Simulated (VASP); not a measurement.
# GaN (wurtzite type) (P6_3mc) in VASP: relaxation of cell and atoms with PBE

Aim: the relaxation of cell and atoms of GaN (wurtzite type) with PBE.

All numbers are computed with VASP 6.6.1; they aren't measurements. Logs are shortened: lines on timing, memory, paths and dates and some standing lists are left out, and cuts for length are marked.

## (1) The cell of the first run

Symmetry: P6_3mc, No. 186, hexagonal system. Conventional cell: a = 3.209 Å, b = 3.209 Å, c = 5.231 Å, α = 90.00°, β = 90.00°, γ = 120.00°. Ga (site symmetry 3m) has 4 N at 1.96 to 1.97 Å within 2.6 Å. Within 2.6 Å of N (site symmetry 3m) lie 4 Ga at 1.96 to 1.97 Å.

## (2) Relaxation of cell and atoms, PBE, target pressure -0.0031 GPa, at which the enthalpy is minimised

INCAR

```
SYSTEM = GaN
PREC = Accurate
ENCUT = 600
EDIFF = 1E-7
ISMEAR = -1
SIGMA = 0.05
LREAL = .False.
LASPH = .True.
NELM = 60
ALGO = Normal
ISIF = 3
LWAVE = .False.
LCHARG = .False.
GGA = PE
IBRION = 2
NSW = 60
EDIFFG = -0.005
PSTRESS = -0.031
```

KPOINTS

```
regular mesh
0
Gamma
  12 12 6
  0 0 0
```

POSCAR

```
GaN
1.0
    3.2091935793      0.0000000000      0.0000000000
   -1.6045967896      2.7792431653      0.0000000000
    0.0000000000      0.0000000000      5.2309855342
Ga N
2 2
Direct
    0.3333333333      0.6666666667      0.0000000000
    0.6666666667      0.3333333333      0.5000000000
    0.3333333333      0.6666666667      0.3760000000
    0.6666666667      0.3333333333      0.8760000000
```

Potentials or basis: VASP PAW PBE potentials, release 64 (Ga_d, N).

The run is started by

```bash
> cat potpaw_PBE.64/Ga_d/POTCAR potpaw_PBE.64/N/POTCAR > POTCAR
> mpirun -np 1 vasp_std > vasp.out
```

OUTCAR:

```text
SYSTEM = GaN
   PREC = Accurate
   ENCUT = 600
   EDIFF = 1E-7
   ISMEAR = -1
   LREAL = .False.
   LASPH = .True.
   NELM = 60
   ISIF = 3
   GGA = PE
   IBRION = 2
   NSW = 60
   EDIFFG = -0.005
   PSTRESS = -0.031

 ion  position               nearest neighbor table
   1  0.333  0.667  0.000-   4 1.96   4 1.96   4 1.96   3 1.97
   2  0.667  0.333  0.500-   3 1.96   3 1.96   3 1.96   4 1.97
   3  0.333  0.667  0.376-   2 1.96   2 1.96   2 1.96   1 1.97
   4  0.667  0.333  0.876-   1 1.96   1 1.96   1 1.96   2 1.97

  LATTYP: Found a hexagonal cell.
 ALAT       =     3.2091935793
 C/A-ratio  =     1.6300000000

  Lattice vectors:

 A1 = (   3.2091935793,   0.0000000000,   0.0000000000)
 A2 = (  -1.6045967896,   2.7792431653,   0.0000000000)
 A3 = (   0.0000000000,   0.0000000000,   5.2309855342)

Analysis of symmetry for initial positions (statically):
=====================================================================
 Subroutine PRICEL returns:
 Original cell was already a primitive cell.

 Routine SETGRP: Setting up the symmetry group for a
 hexagonal supercell.

 Subroutine GETGRP returns: Found 12 space group operations
 (whereof  6 operations were pure point group operations)
 out of a pool of 24 trial point group operations.

The static configuration has the point symmetry C_3v.
 The point group associated with its full space group is C_6v.

Analysis of symmetry for dynamics (positions and initial velocities):
=====================================================================
 Subroutine PRICEL returns:
 Original cell was already a primitive cell.

 Routine SETGRP: Setting up the symmetry group for a
 hexagonal supercell.

 Subroutine GETGRP returns: Found 12 space group operations
 (whereof  6 operations were pure point group operations)
 out of a pool of 24 trial point group operations.

The dynamic configuration has the point symmetry C_3v.
 The point group associated with its full space group is C_6v.

 Subroutine INISYM returns: Found 12 space group operations
 (whereof  6 operations are pure point group operations),
 and found     1 'primitive' translations

----------------------------------------------------------------------------------------

                                     Primitive cell

  volume of cell :      46.6558

  direct lattice vectors                    reciprocal lattice vectors
     3.209193579  0.000000000  0.000000000     0.311604762  0.179905093  0.000000000
    -1.604596790  2.779243165  0.000000000     0.000000000  0.359810186  0.000000000
     0.000000000  0.000000000  5.230985534     0.000000000  0.000000000  0.191168565

  length of vectors
     3.209193579  3.209193579  5.230985534     0.359810186  0.359810186  0.191168565

  position of ions in fractional coordinates (direct lattice)
     0.333333333  0.666666667  0.000000000
     0.666666667  0.333333333  0.500000000
     0.333333333  0.666666667  0.376000000
     0.666666667  0.333333333  0.876000000

  ion indices of the primitive-cell ions
   primitive index   ion index
                 1           1
                 2           2
                 3           3
                 4           4

----------------------------------------------------------------------------------------

 KPOINTS: regular mesh

Automatic generation of k-mesh.
 Grid dimensions read from file:
 generate k-points for:   12   12    6

 Generating k-lattice:

  Cartesian coordinates                     Fractional coordinates (reciprocal lattice)
     0.025967063  0.014992091  0.000000000     0.083333333  0.000000000  0.000000000
     0.000000000  0.029984182  0.000000000     0.000000000  0.083333333  0.000000000
     0.000000000  0.000000000  0.031861428     0.000000000  0.000000000  0.166666667

  Length of vectors
     0.029984182  0.029984182  0.031861428

  Shift w.r.t. Gamma in fractional coordinates (k-lattice)
     0.000000000  0.000000000  0.000000000

 Subroutine IBZKPT returns following result:
 ===========================================

 Found     76 irreducible k-points:

 Following reciprocal coordinates:
            Coordinates               Weight
  0.000000  0.000000  0.000000      1.000000
  0.083333  0.000000  0.000000      6.000000
  0.166667  0.000000  0.000000      6.000000
  0.250000  0.000000  0.000000      6.000000
  0.333333  0.000000  0.000000      6.000000
  0.416667  0.000000  0.000000      6.000000
[... 16 lines left out ...]
  0.250000  0.000000  0.166667     12.000000
  0.333333  0.000000  0.166667     12.000000
 [... further k-points ...]
   k-points           NKPTS =     76   k-points in BZ     NKDIM =     76   number of bands    NBANDS=     22
   number of dos      NEDOS =    301   number of ions     NIONS =      4
   total plane-waves  NPLWV =  32928
   dimension x,y,z NGX =    28 NGY =   28 NGZ =   42
   dimension x,y,z NGXF=    56 NGYF=   56 NGZF=   84
   ions per type =               2   2
   NGX,Y,Z   is equivalent  to a cutoff of  14.50, 14.50, 13.35 a.u.
   NGXF,Y,Z  is equivalent  to a cutoff of  29.01, 29.01, 26.70 a.u.
 SYSTEM =  GaN
   PREC   = accura    normal or accurate (medium, high low for compatibility)
   ISTART =      0    job   : 0-new  1-cont  2-samecut
   ICHARG =      2    charge: 1-file 2-atom 10-const
   ISPIN  =      1    spin polarized calculation?
   LNONCOLLINEAR =      F non collinear calculations
   LSORBIT =      F    spin-orbit coupling
   LASPH  =      T    aspherical Exc in radial PAW
   ENCUT  =  600.0 eV  44.10 Ry    6.64 a.u.   6.41  6.41 10.45*2*pi/ulx,y,z
   NELM   =     60;   NELMIN=  2; NELMDL= -5     # of ELM steps
   EDIFF  = 0.1E-06   stopping-criterion for ELM
   LREAL  =      F    real-space projection
   EDIFFG = -.5E-02   stopping-criterion for IOM
   NSW    =     60    number of steps for IOM
   IBRION =      2    ionic relax: 0-MD 1-quasi-New 2-CG
   NFREE  =      1    steps in history (QN), initial steepest desc. (CG)
   ISIF   =      3    stress and relaxation
   ISYM   =      2    0-nonsym 1-usesym 2-fastsym
   POTIM  = 0.5000    time-step for ionic-motion
   TEBEG  =    0.0;   TEEND  =   0.0 temperature during run
   PSTRESS=   -0.0 pullay stress
   NELECT =      36.0000    total number of electrons
   NUPDOWN=      -1.0000    fix difference up-down
   EMIN   =  10.00;   EMAX   =-10.00  energy-range for DOS
   EFERMI =   0.00;   METHOD = LEGACY
   ISMEAR =    -1;   SIGMA  =   0.05  broadening in eV -4-tet -1-fermi 0-gaus
   EFERMI_NEDOS =   21; number of points for ismear=-14 and -15
   IALGO  =     38    algorithm
   IMIX   =      4    mixing-type and parameters
     AMIX     =   0.40;   BMIX     =  1.00
     AMIX_MAG =   1.60;   BMIX_MAG =  1.00
  volume/ion in A,a.u.               =      11.66        78.71
  Fermi-wavevector in a.u.,A,eV,Ry     =   1.501552  2.837522 30.676485  2.254658
  Thomas-Fermi vector in A             =   2.612908
   LORBIT       =      0    0 simple, 1 ext, 2 COOP (PROOUT), +10 PAW based schemes
   GGA     = PE    functional components
   LHFCALC =     F    Hartree Fock is set to
   AEXX    =    0.0000 exact exchange contribution
   IVDW    =     0    specifies the selected vdW correction
   LEPSILON=     F    determine dielectric tensor
   LRPA    =     F    only Hartree local field effects (RPA)
 conjugate gradient relaxation of ions
 non-spin polarized calculation
  energy-cutoff  :      600.00
  volume of cell :       46.66
 maximum number of plane-waves:      1578
 NGX is ok and might be reduce to    28
   NGX = 13   NGY = 13   NGZ = 21

--------------------------------------- Ionic step        1  -------------------------------------------

 number of electron      36.0000001 magnetization

 Free energy of the ion-electron system (eV)
  ---------------------------------------------------
  ext. energy  EPLUGINS =         0.00000000
  ---------------------------------------------------
  free energy    TOTEN  =       -24.32867817 eV

  energy without entropy =      -24.32867817  energy(sigma->0) =      -24.32867817

------------------------ aborting loop because EDIFF is reached ----------------------------------------

  FORCE on cell =-STRESS in cart. coord.  units (eV):
  Direction    XX          YY          ZZ          XY          YZ          ZX
  --------------------------------------------------------------------------------------
  -------------------------------------------------------------------------------------
  Total        0.3784210      0.3784210      0.4337871      0.0000000      0.0000000      0.0000000
  in kB       12.9951069     12.9951069     14.8963957      0.0000000      0.0000000      0.0000000
  external PRESSURE =      13.6598699 kB  Pullay stress =      -0.0310000 kB

 VOLUME and BASIS-vectors are now :
 -----------------------------------------------------------------------------
  energy-cutoff  :      600.00
  volume of cell :       46.66
      direct lattice vectors                 reciprocal lattice vectors
     3.209193579  0.000000000  0.000000000     0.311604762  0.179905093  0.000000000
    -1.604596790  2.779243165  0.000000000     0.000000000  0.359810186  0.000000000
     0.000000000  0.000000000  5.230985534     0.000000000  0.000000000  0.191168565
[... 170 lines left out ...]
  FREE ENERGIE OF THE ION-ELECTRON SYSTEM (eV)
  ---------------------------------------------------
  free  energy   TOTEN  =       -24.3303096537 eV

  energy  without entropy=      -24.3303096532  energy(sigma->0) =      -24.33030965

  enthalpy is  TOTEN    =       -24.3312194070 eV   P V=       -0.0009097534

--------------------------------------- Ionic step        6  -------------------------------------------

 number of electron      36.0000003 magnetization

 Free energy of the ion-electron system (eV)
  ---------------------------------------------------
  ext. energy  EPLUGINS =         0.00000000
  ---------------------------------------------------
  free energy    TOTEN  =       -24.33031748 eV

  energy without entropy =      -24.33031748  energy(sigma->0) =      -24.33031748

 E-fermi :   5.9299     XC(G=0): -11.5165

 val. band max:        5.0117337238   @ k =   0.0000   0.0000   0.0000
 cond. band min:       6.7284288596   @ k =   0.0000   0.0000   0.0000
 fundamental gap:      1.7166951357
 Fermi energy:         5.9298508157

 k-point     1 :       0.0000    0.0000    0.0000
  band No.  band energies     occupation
      1     -10.7267      2.00000
      2      -9.9026      2.00000
      3      -8.4099      2.00000
      4      -8.3954      2.00000
      5      -8.3954      2.00000
      6      -8.3396      2.00000
[... 14 lines left out ...]
     21      14.0346      0.00000
     22      14.7428      0.00000
[... 552 lines left out ...]
  band No.  band energies     occupation
      1     -10.0297      2.00000
      2      -9.7801      2.00000
      3      -8.3502      2.00000
      4      -8.3208      2.00000
      5      -8.2669      2.00000
      6      -8.2086      2.00000
[... 14 lines left out ...]
     21      11.8992      0.00000
     22      13.0810      0.00000

 [... further k-points ...]

------------------------ aborting loop because EDIFF is reached ----------------------------------------

  FORCE on cell =-STRESS in cart. coord.  units (eV):
  Direction    XX          YY          ZZ          XY          YZ          ZX
  --------------------------------------------------------------------------------------
  -------------------------------------------------------------------------------------
  Total        0.0004804      0.0004804      0.0005219      0.0000000      0.0000000      0.0000000
  in kB        0.0163693      0.0163693      0.0177833      0.0000000      0.0000000      0.0000000
  external PRESSURE =       0.0478406 kB  Pullay stress =      -0.0310000 kB

 VOLUME and BASIS-vectors are now :
 -----------------------------------------------------------------------------
  energy-cutoff  :      600.00
  volume of cell :       47.02
      direct lattice vectors                 reciprocal lattice vectors
     3.217944234  0.000000000  0.000000000     0.310757405  0.179415872  0.000000000
    -1.608972117  2.786821454 -0.000000000    -0.000000000  0.358831743  0.000000000
     0.000000000 -0.000000000  5.243307644    -0.000000000  0.000000000  0.190719307

 POSITION                                       TOTAL-FORCE (eV/Angst)
 -----------------------------------------------------------------------------------
     -0.00000      1.85788      5.24151        -0.000000      0.000000     -0.000930
      1.60897      0.92894      2.61985         0.000000      0.000000     -0.000930
     -0.00000      1.85788      1.97328         0.000000     -0.000000      0.000930
      1.60897      0.92894      4.59494        -0.000000     -0.000000      0.000930
 -----------------------------------------------------------------------------------
    total drift:                                0.000000      0.000001      0.000488

  FREE ENERGIE OF THE ION-ELECTRON SYSTEM (eV)
  ---------------------------------------------------
  free  energy   TOTEN  =       -24.3303174774 eV

  energy  without entropy=      -24.3303174770  energy(sigma->0) =      -24.33031748

  enthalpy is  TOTEN    =       -24.3312272736 eV   P V=       -0.0009097962

 reached required accuracy - stopping structural energy minimisation
```

It took 3.6 min on 1 thread of AMD EPYC 9R45 (Zen 5), shared host; peak memory 0.21 GiB.

What came out:

- Free energy: -24.3303 eV
- Relaxed volume: 11.76 Å³/atom
- Relaxed cell: a = 3.218 Å, b = 3.218 Å, c = 5.243 Å, α = 90.00°, β = 90.00°, γ = 120.00°
- Space group after relaxing (to 0.05 Å): P6_3mc (No. 186)
- Energy change on relaxing (the enthalpy is what falls): -0.4 meV/atom
- Ionic steps: 6
- Pressure after relaxing: 0.0 GPa
- Band gap on the k mesh: 1.72 eV, direct

Step by step:
| step | energy change (eV) | largest force (eV/Å) | pressure (GPa) | volume (Å³) |
| --- | --- | --- | --- | --- |
| 1 | 0.0000 | 0.0356 | 1.36 | 46.66 |
| 2 | -0.0005 | 0.0049 | -1.10 | 47.33 |
| 3 | -0.0016 | 0.0130 | -0.04 | 47.02 |
| 4 | -0.0016 | 0.0134 | 0.11 | 47.02 |
| 5 | -0.0016 | 0.0067 | 0.01 | 47.02 |
| 6 | -0.0016 | 0.0009 | 0.00 | 47.02 |

Final structure:
```
Ga N
1.0
     3.21794    0.00000    0.00000
    -1.60897    2.78682    0.00000
     0.00000    0.00000    5.24331
Ga N
2 2
Direct
  0.33333 0.66667 0.99966
  0.66667 0.33333 0.49966
  0.33333 0.66667 0.37634
  0.66667 0.33333 0.87634
```

Levels at points of the mesh, in eV from the valence-band top:
| k point | band 16 | band 17 | band 18 | band 19 | band 20 | band 21 |
| --- | --- | --- | --- | --- | --- | --- |
| (0.00, 0.00, 0.00) | -0.04 | 0.00 | 0.00 | 1.72 | 4.07 | 9.02 |
| (0.50, 0.00, 0.00) | -2.64 | -2.12 | -0.96 | 4.98 | 5.38 | 5.98 |
| (0.00, 0.00, 0.50) | -0.51 | -0.51 | -0.51 | 4.06 | 4.06 | 8.31 |
| (0.50, 0.00, 0.50) | -1.87 | -1.83 | -1.83 | 4.31 | 4.31 | 7.58 |

Caveat: the cell is relaxed towards a set pressure, so the enthalpy falls and the energy may rise.
